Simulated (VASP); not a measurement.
# AlNi (P4/mmm) in VASP: notebook

The runs below take AlNi through electric field gradients, with PBE.

Everything below comes from runs of VASP 6.6.1. Logs are shortened: lines on timing, memory, paths and dates and some standing lists are left out, and cuts for length are marked.

### 1 The cell of the first run

The structure is tetragonal, space group P4/mmm (No. 123). Conventional cell: a = 2.795 Å, b = 2.795 Å, c = 2.881 Å, α = 90.00°, β = 90.00°, γ = 90.00°. Al (site symmetry 4/mmm) has 8 Ni at 2.45 Å and 6 Al at 2.79 to 2.88 Å within 3.2 Å. Ni (site symmetry 4/mmm) has 8 Al at 2.45 Å and 6 Ni at 2.79 to 2.88 Å within 3.2 Å.

### 2 Electric field gradients, PBE, collinear spin, ferromagnetic start (equal xx and yy strain of -3 %)

The input, INCAR:

```
PREC     = Accurate       # precision mode
ENCUT    = 520            # plane-wave cutoff, eV
EDIFF    = 1E-8           # SCF threshold, eV
ISMEAR   = -1             # smearing method
SIGMA    = 0.05           # smearing width, eV
LREAL    = False          # projectors in reciprocal space
LASPH    = True           # aspherical terms in the spheres
NELM     = 150            # most SCF steps
ALGO     = Normal         # electronic algorithm
ISIF     = 2              # what is computed and relaxed
LWAVE    = False          # write WAVECAR
LCHARG   = False          # write CHGCAR
ISPIN    = 2              # spin polarisation
MAGMOM   = 0 1.5          # initial moments
LORBIT   = 11             # projections on sites
LMAXMIX  = 4              # l up to which the mixer works
GGA      = PE             # functional
LEFG     = True         
NBANDS   = 18             # bands
```

The input, KPOINTS:

```
regular mesh
0
Gamma
  13 13 13
```

The input, POSCAR:

```
AlNi
1.0
    2.7945700000      0.0000000000      0.0000000000
    0.0000000000      2.7945700000      0.0000000000
    0.0000000000      0.0000000000      2.8810000000
Al Ni
1 1
Direct
    0.0000000000      0.0000000000      0.0000000000
    0.5000000000      0.5000000000      0.5000000000
```

Potentials or basis: VASP PAW PBE potentials, release 64 (Al, Ni).

Command:

```
cat potpaw_PBE.64/Al/POTCAR potpaw_PBE.64/Ni/POTCAR > POTCAR
mpirun -np 1 vasp_std > vasp.out
```

OUTCAR:

```text
PREC = Accurate
   ENCUT = 520
   EDIFF = 1E-8
   ISMEAR = -1
   LREAL = False
   LASPH = True
   NELM = 150
   ISIF = 2
   ISPIN = 2
   LORBIT = 11
   GGA = PE

 ion  position               nearest neighbor table
   1  0.000  0.000  0.000-   2 2.45   2 2.45   2 2.45   2 2.45   2 2.45   2 2.45   2 2.45   2 2.45

   2  0.500  0.500  0.500-   1 2.45   1 2.45   1 2.45   1 2.45   1 2.45   1 2.45   1 2.45   1 2.45

  LATTYP: Found a simple tetragonal cell.
 ALAT       =     2.7945700000
 C/A-ratio  =     1.0309278351

  Lattice vectors:

 A1 = (   2.7945700000,   0.0000000000,   0.0000000000)
 A2 = (   0.0000000000,   2.7945700000,   0.0000000000)
 A3 = (   0.0000000000,   0.0000000000,   2.8810000000)

Analysis of symmetry for initial positions (statically):
=====================================================================
 Subroutine PRICEL returns:
 Original cell was already a primitive cell.

 Routine SETGRP: Setting up the symmetry group for a
 simple tetragonal supercell.

 Subroutine GETGRP returns: Found 16 space group operations
 (whereof 16 operations were pure point group operations)
 out of a pool of 16 trial point group operations.

The static configuration has the point symmetry D_4h.

Analysis of symmetry for dynamics (positions and initial velocities):
=====================================================================
 Subroutine PRICEL returns:
 Original cell was already a primitive cell.

 Routine SETGRP: Setting up the symmetry group for a
 simple tetragonal supercell.

 Subroutine GETGRP returns: Found 16 space group operations
 (whereof 16 operations were pure point group operations)
 out of a pool of 16 trial point group operations.

The dynamic configuration has the point symmetry D_4h.

Analysis of structural, dynamic, and magnetic symmetry:
=====================================================================
 Subroutine PRICEL returns:
 Original cell was already a primitive cell.

 Routine SETGRP: Setting up the symmetry group for a
 simple tetragonal supercell.

 Subroutine GETGRP returns: Found 16 space group operations
 (whereof 16 operations were pure point group operations)
 out of a pool of 16 trial point group operations.

The overall configuration has the point symmetry D_4h.

 Subroutine INISYM returns: Found 16 space group operations
 (whereof 16 operations are pure point group operations),
 and found     1 'primitive' translations

----------------------------------------------------------------------------------------

                                     Primitive cell

  volume of cell :      22.4995

  direct lattice vectors                    reciprocal lattice vectors
     2.794570000  0.000000000  0.000000000     0.357836805  0.000000000  0.000000000
     0.000000000  2.794570000  0.000000000     0.000000000  0.357836805  0.000000000
     0.000000000  0.000000000  2.881000000     0.000000000  0.000000000  0.347101701

  length of vectors
     2.794570000  2.794570000  2.881000000     0.357836805  0.357836805  0.347101701

  position of ions in fractional coordinates (direct lattice)
     0.000000000  0.000000000  0.000000000
     0.500000000  0.500000000  0.500000000

  ion indices of the primitive-cell ions
   primitive index   ion index
                 1           1
                 2           2

----------------------------------------------------------------------------------------

 KPOINTS: regular mesh

Automatic generation of k-mesh.
 Grid dimensions read from file:
 generate k-points for:   13   13   13

[... 61 lines left out ...]
   ENCUT  =  520.0 eV  38.22 Ry    6.18 a.u.   5.20  5.20  5.36*2*pi/ulx,y,z
   NELM   =    150;   NELMIN=  2; NELMDL= -5     # of ELM steps
   EDIFF  = 0.1E-07   stopping-criterion for ELM
   LREAL  =      F    real-space projection
   EDIFFG = 0.1E-06   stopping-criterion for IOM
   NSW    =      0    number of steps for IOM
   IBRION =     -1    ionic relax: 0-MD 1-quasi-New 2-CG
   NFREE  =      0    steps in history (QN), initial steepest desc. (CG)
   ISIF   =      2    stress and relaxation
   ISYM   =      2    0-nonsym 1-usesym 2-fastsym
   POTIM  = 0.5000    time-step for ionic-motion
   TEBEG  =    0.0;   TEEND  =   0.0 temperature during run
   PSTRESS=    0.0 pullay stress
   NELECT =      13.0000    total number of electrons
   NUPDOWN=      -1.0000    fix difference up-down
   EMIN   =  10.00;   EMAX   =-10.00  energy-range for DOS
   EFERMI =   0.00;   METHOD = LEGACY
   ISMEAR =    -1;   SIGMA  =   0.05  broadening in eV -4-tet -1-fermi 0-gaus
   EFERMI_NEDOS =   21; number of points for ismear=-14 and -15
   IALGO  =     38    algorithm
   IMIX   =      4    mixing-type and parameters
     AMIX     =   0.40;   BMIX     =  1.00
     AMIX_MAG =   1.60;   BMIX_MAG =  1.00
  volume/ion in A,a.u.               =      11.25        75.92
  Fermi-wavevector in a.u.,A,eV,Ry     =   1.363531  2.576699 25.296163  1.859216
  Thomas-Fermi vector in A             =   2.489925
   LORBIT       =     11    0 simple, 1 ext, 2 COOP (PROOUT), +10 PAW based schemes
   GGA     = PE    functional components
   LHFCALC =     F    Hartree Fock is set to
   AEXX    =    0.0000 exact exchange contribution
   IVDW    =     0    specifies the selected vdW correction
   LEPSILON=     F    determine dielectric tensor
   LRPA    =     F    only Hartree local field effects (RPA)
 spin polarized calculation
  energy-cutoff  :      520.00
  volume of cell :       22.50
 maximum number of plane-waves:       623
 NGX is ok and might be reduce to    24
   NGX = 11   NGY = 11   NGZ = 11

 number of electron      12.9999996 magnetization       0.0000363

 number of electron      12.9999996 magnetization      -0.0000177

 Free energy of the ion-electron system (eV)
  ---------------------------------------------------
  ext. energy  EPLUGINS =         0.00000000
  ---------------------------------------------------
  free energy    TOTEN  =       -10.47244996 eV

  energy without entropy =      -10.46747970  energy(sigma->0) =      -10.46996483

 E-fermi :  10.8319     XC(G=0): -12.3443

 val. band max:       10.8068590563   @ k =   0.4615   0.3077   0.3077
 cond. band min:      10.8534793148   @ k =   0.0769   0.0769   0.3077
 fundamental gap:      0.0466202585
 Fermi energy:        10.8318831342

 spin component 1

 k-point     1 :       0.0000    0.0000    0.0000
  band No.  band energies     occupation
      1      -0.7379      1.00000
      2       7.3024      1.00000
      3       7.3420      1.00000
      4       9.1549      1.00000
      5       9.1549      1.00000
      6       9.2471      1.00000
[... 493 lines left out ...]
     17      33.2386      0.00000
     18      36.5613      0.00000

 [... further k-points ...]

 spin component 2

 k-point     1 :       0.0000    0.0000    0.0000
  band No.  band energies     occupation
      1      -0.7380      1.00000
      2       7.3024      1.00000
      3       7.3420      1.00000
      4       9.1549      1.00000
      5       9.1549      1.00000
      6       9.2471      1.00000
[... 493 lines left out ...]
     17      33.2386      0.00000
     18      36.5612      0.00000

 [... further k-points ...]

------------------------ aborting loop because EDIFF is reached ----------------------------------------

  FORCE on cell =-STRESS in cart. coord.  units (eV):
  Direction    XX          YY          ZZ          XY          YZ          ZX
  --------------------------------------------------------------------------------------
  -------------------------------------------------------------------------------------
  Total        2.0717549      2.0717549      1.6293954      0.0000000      0.0000000      0.0000000
  in kB      147.5284259    147.5284259    116.0282716      0.0000000      0.0000000      0.0000000
  external PRESSURE =     137.0283744 kB  Pullay stress =       0.0000000 kB

 VOLUME and BASIS-vectors are now :
 -----------------------------------------------------------------------------
  energy-cutoff  :      520.00
  volume of cell :       22.50
      direct lattice vectors                 reciprocal lattice vectors
     2.794570000  0.000000000  0.000000000     0.357836805  0.000000000  0.000000000
     0.000000000  2.794570000  0.000000000     0.000000000  0.357836805  0.000000000
     0.000000000  0.000000000  2.881000000     0.000000000  0.000000000  0.347101701

 POSITION                                       TOTAL-FORCE (eV/Angst)
 -----------------------------------------------------------------------------------
      0.00000      0.00000      0.00000         0.000000      0.000000      0.000000
      1.39729      1.39729      1.44050         0.000000      0.000000      0.000000
 -----------------------------------------------------------------------------------
    total drift:                                0.000000      0.000000     -0.000000

  FREE ENERGIE OF THE ION-ELECTRON SYSTEM (eV)
  ---------------------------------------------------
  free  energy   TOTEN  =       -10.4724499620 eV

  energy  without entropy=      -10.4674796984  energy(sigma->0) =      -10.46996483

 Electric field gradients (V/A^2)
---------------------------------------------------------------------
 ion       V_xx      V_yy      V_zz      V_xy      V_xz      V_yz
---------------------------------------------------------------------
   1      -0.603    -0.603     1.205    -0.000     0.000     0.000
   2      -3.075    -3.075     6.151    -0.000    -0.000    -0.000
---------------------------------------------------------------------

 Electric field gradients after diagonalization (V/A^2)
 (convention: |V_zz| > |V_xx| > |V_yy|)
----------------------------------------------------------------------
 ion       V_xx      V_yy      V_zz     asymmetry (V_yy - V_xx)/ V_zz
----------------------------------------------------------------------
   1      -0.603    -0.603     1.205       0.000
   2      -3.075    -3.075     6.151       0.000
----------------------------------------------------------------------

           NMR quadrupolar parameters

 Cq : quadrupolar parameter    Cq=e*Q*V_zz/h
 eta: asymmetry parameters     (V_yy - V_xx)/ V_zz
 Q  : nuclear electric quadrupole moment in mb (millibarn)
----------------------------------------------------------------------
 ion       Cq(MHz)       eta       Q (mb)
----------------------------------------------------------------------
   1       0.003       0.000       1.000
   2       0.015       0.000       1.000
----------------------------------------------------------------------

 total charge

# of ion       s       p       d       tot
------------------------------------------
    1        0.391   0.442   0.000   0.833
    2        0.501   0.571   8.505   9.577
--------------------------------------------------
tot          0.892   1.013   8.505  10.410

 magnetization (x)

# of ion       s       p       d       tot
------------------------------------------
    1       -0.000  -0.000   0.000  -0.000
    2        0.000   0.000  -0.000  -0.000
--------------------------------------------------
tot         -0.000  -0.000  -0.000  -0.000
```

Run time: 50 s. Hardware: 1 thread of Intel Xeon 6975P-C (Granite Rapids), shared host; peak memory 0.24 GiB.

What came out:

- Free energy: -10.4724 eV
- Pressure: 13.7 GPa
- Net moment: 0.00 μB per cell
- Largest electric field gradient by atom: Al +1.2; Ni +6.2 V/Å²
- Valence electrons inside the program's atomic spheres: Al 0.83; Ni 9.58

Electric field gradients, principal values (V/Å²):
| atom | least | middle | greatest (by size) |
| --- | --- | --- | --- |
| 1 Al | -0.603 | -0.603 | 1.205 |
| 2 Ni | -3.075 | -3.075 | 6.151 |

Caveat: the cell differs from its parent crystal (equal xx and yy strain of -3 %); the cell stands under pressure; the moments typed at the start vanished in this run; without QUAD_EFG the Cq values of the log hold for a quadrupole moment of 1 mb, not for the nuclei.

### 3 Electric field gradients, PBE, collinear spin, ferromagnetic start (equal xx and yy strain of -1 %)

The input, INCAR:

```
PREC = Accurate ; ENCUT = 520
EDIFF = 1E-8 ; ISMEAR = -1
SIGMA = 0.05 ; LREAL = F
LASPH = T ; NELM = 150
ALGO = Normal ; ISIF = 2
LWAVE = F ; LCHARG = F
ISPIN = 2 ; MAGMOM = 0 1.5
LORBIT = 11 ; LMAXMIX = 4
GGA = PE ; LEFG = T
NBANDS = 18
```

The input, KPOINTS:

```
Automatic mesh
0
Gamma
  13 13 13
```

The input, POSCAR:

```
AlNi
1.0
    2.8521900000      0.0000000000      0.0000000000
    0.0000000000      2.8521900000      0.0000000000
    0.0000000000      0.0000000000      2.8810000000
Al Ni
1 1
Direct
    0.0000000000      0.0000000000      0.0000000000
    0.5000000000      0.5000000000      0.5000000000
```

Potentials or basis: VASP PAW PBE potentials, release 64 (Al, Ni).

Command:

```
cat potpaw_PBE.64/Al/POTCAR potpaw_PBE.64/Ni/POTCAR > POTCAR
mpirun -np 1 vasp_std > vasp.out
```

OUTCAR:

```text
PREC = Accurate
   ENCUT = 520
   EDIFF = 1E-8
   ISMEAR = -1
   LREAL = F
   LASPH = T
   NELM = 150
   ISIF = 2
   ISPIN = 2
   LORBIT = 11
   GGA = PE

 ion  position               nearest neighbor table
   1  0.000  0.000  0.000-   2 2.48   2 2.48   2 2.48   2 2.48   2 2.48   2 2.48   2 2.48   2 2.48

   2  0.500  0.500  0.500-   1 2.48   1 2.48   1 2.48   1 2.48   1 2.48   1 2.48   1 2.48   1 2.48

  LATTYP: Found a simple tetragonal cell.
 ALAT       =     2.8521900000
 C/A-ratio  =     1.0101010101

  Lattice vectors:

 A1 = (   2.8521900000,   0.0000000000,   0.0000000000)
 A2 = (   0.0000000000,   2.8521900000,   0.0000000000)
 A3 = (   0.0000000000,   0.0000000000,   2.8810000000)

Analysis of symmetry for initial positions (statically):
=====================================================================
 Subroutine PRICEL returns:
 Original cell was already a primitive cell.

 Routine SETGRP: Setting up the symmetry group for a
 simple tetragonal supercell.

 Subroutine GETGRP returns: Found 16 space group operations
 (whereof 16 operations were pure point group operations)
 out of a pool of 16 trial point group operations.

The static configuration has the point symmetry D_4h.

Analysis of symmetry for dynamics (positions and initial velocities):
=====================================================================
 Subroutine PRICEL returns:
[... 1198 lines left out ...]
  FORCE on cell =-STRESS in cart. coord.  units (eV):
  Direction    XX          YY          ZZ          XY          YZ          ZX
  --------------------------------------------------------------------------------------
  -------------------------------------------------------------------------------------
  Total        0.8570632      0.8570632      0.6981360      0.0000000      0.0000000      0.0000000
  in kB       58.5899703     58.5899703     47.7254952      0.0000000      0.0000000      0.0000000
  external PRESSURE =      54.9684786 kB  Pullay stress =       0.0000000 kB

 VOLUME and BASIS-vectors are now :
 -----------------------------------------------------------------------------
  energy-cutoff  :      520.00
  volume of cell :       23.44
      direct lattice vectors                 reciprocal lattice vectors
     2.852190000  0.000000000  0.000000000     0.350607779  0.000000000  0.000000000
     0.000000000  2.852190000  0.000000000     0.000000000  0.350607779  0.000000000
     0.000000000  0.000000000  2.881000000     0.000000000  0.000000000  0.347101701

 POSITION                                       TOTAL-FORCE (eV/Angst)
 -----------------------------------------------------------------------------------
      0.00000      0.00000      0.00000         0.000000      0.000000      0.000000
      1.42609      1.42609      1.44050         0.000000      0.000000      0.000000
 -----------------------------------------------------------------------------------
    total drift:                                0.000000      0.000000     -0.000000

  FREE ENERGIE OF THE ION-ELECTRON SYSTEM (eV)
  ---------------------------------------------------
  free  energy   TOTEN  =       -10.5319276048 eV

  energy  without entropy=      -10.5271333849  energy(sigma->0) =      -10.52953049

 Electric field gradients (V/A^2)
---------------------------------------------------------------------
 ion       V_xx      V_yy      V_zz      V_xy      V_xz      V_yz
---------------------------------------------------------------------
   1      -0.231    -0.231     0.462    -0.000    -0.000    -0.000
   2      -1.153    -1.153     2.305     0.000    -0.000     0.000
---------------------------------------------------------------------

 Electric field gradients after diagonalization (V/A^2)
 (convention: |V_zz| > |V_xx| > |V_yy|)
----------------------------------------------------------------------
 ion       V_xx      V_yy      V_zz     asymmetry (V_yy - V_xx)/ V_zz
----------------------------------------------------------------------
   1      -0.231    -0.231     0.462       0.000
   2      -1.153    -1.153     2.305       0.000
----------------------------------------------------------------------

           NMR quadrupolar parameters

 Cq : quadrupolar parameter    Cq=e*Q*V_zz/h
 eta: asymmetry parameters     (V_yy - V_xx)/ V_zz
 Q  : nuclear electric quadrupole moment in mb (millibarn)
----------------------------------------------------------------------
 ion       Cq(MHz)       eta       Q (mb)
----------------------------------------------------------------------
   1       0.001       0.000       1.000
   2       0.006       0.000       1.000
----------------------------------------------------------------------

 total charge

# of ion       s       p       d       tot
------------------------------------------
    1        0.386   0.423   0.000   0.808
    2        0.483   0.534   8.484   9.501
--------------------------------------------------
tot          0.869   0.956   8.484  10.309

 magnetization (x)

# of ion       s       p       d       tot
------------------------------------------
    1        0.000   0.000   0.000   0.000
    2       -0.000   0.000  -0.000  -0.000
--------------------------------------------------
tot         -0.000   0.000  -0.000  -0.000
```

It took 55 s on 1 thread of Intel Xeon 6975P-C (Granite Rapids), shared host; peak memory 0.24 GiB.

What came out:

```yaml
Free_energy: -10.5319 eV
Pressure: 5.5 GPa
Net_moment: 0.00 μB per cell
Largest_electric_field_gradient_by_atom: Al +0.5; Ni +2.3 V/Å²
Valence_electrons_inside_the_program's_atomic_spheres: Al 0.81; Ni 9.50
```

Levels at points of the mesh, in eV from the Fermi level:
Spin up:
| k point | band 3 | band 4 | band 5 | band 6 | band 7 | band 8 | band 9 | band 10 |
| --- | --- | --- | --- | --- | --- | --- | --- | --- |
| (0.00, 0.00, 0.00) | -3.30 | -1.57 | -1.57 | -1.54 | 5.36 | 5.73 | 5.73 | 8.16 |
Spin down:
| k point | band 2 | band 3 | band 4 | band 5 | band 6 | band 7 | band 8 | band 9 | band 10 | band 11 |
| --- | --- | --- | --- | --- | --- | --- | --- | --- | --- | --- |
| (0.00, 0.00, 0.00) | -3.31 | -3.30 | -1.57 | -1.57 | -1.54 | 5.36 | 5.73 | 5.73 | 8.16 | 8.25 |

Electric field gradients, principal values (V/Å²):
```tsv
atom	least	middle	greatest (by size)
1 Al	-0.231	-0.231	0.462
2 Ni	-1.153	-1.153	2.305
```

Caveat: the cell differs from its parent crystal (equal xx and yy strain of -1 %); the cell stands under pressure; the moments typed at the start vanished in this run; without QUAD_EFG the Cq values of the log hold for a quadrupole moment of 1 mb, not for the nuclei.

[end of part 1 of 2]
